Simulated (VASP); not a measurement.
Here is a VASP 6.6.1 calculation.

INCAR

```
SYSTEM = Cd
  ALGO = Normal
  EDIFF = 1E-6
  ENCUT = 500
  GGA = PE
  GGA_COMPAT = .FALSE.
  ISIF = 2
  ISMEAR = 0
  LASPH = .TRUE.
  LCHARG = .TRUE.
  LELF = .TRUE.
  LREAL = .FALSE.
  LVHAR = .TRUE.
  LWAVE = .FALSE.
  NBANDS = 19
  NELM = 120
  PREC = Accurate
  SIGMA = 0.15
```

Contents of KPOINTS:

```
k-points
0
G
  18 18 8
  0 0 0
```

File POSCAR:

```
Cd
1.0
    2.9044006954      0.0000000000      0.0000000000
   -1.4522003477      2.5152847850      0.0000000000
    0.0000000000      0.0000000000      5.8985325000
Cd
2
Direct
    0.3333333333      0.6666666667      0.2500000000
    0.6666666667      0.3333333333      0.7500000000
```

Potentials or basis: VASP PAW PBE potentials, release 64 (Cd).

Command:

```bash
$ cat potpaw_PBE.64/Cd/POTCAR > POTCAR
$ mpirun -np 1 vasp_std > vasp.out
```

(1) Estimate the pressure.

(2) Predict the band gap on the k mesh.

Answers

(1) 5.1 GPa.

(2) zero (bands 12 and 13 overlap by 4.90 eV).

Caveat: the cell differs from its parent crystal (strain -0.025 along x and y, +0.050 along z); the stress differs along the axes, from 1 to 7 GPa.
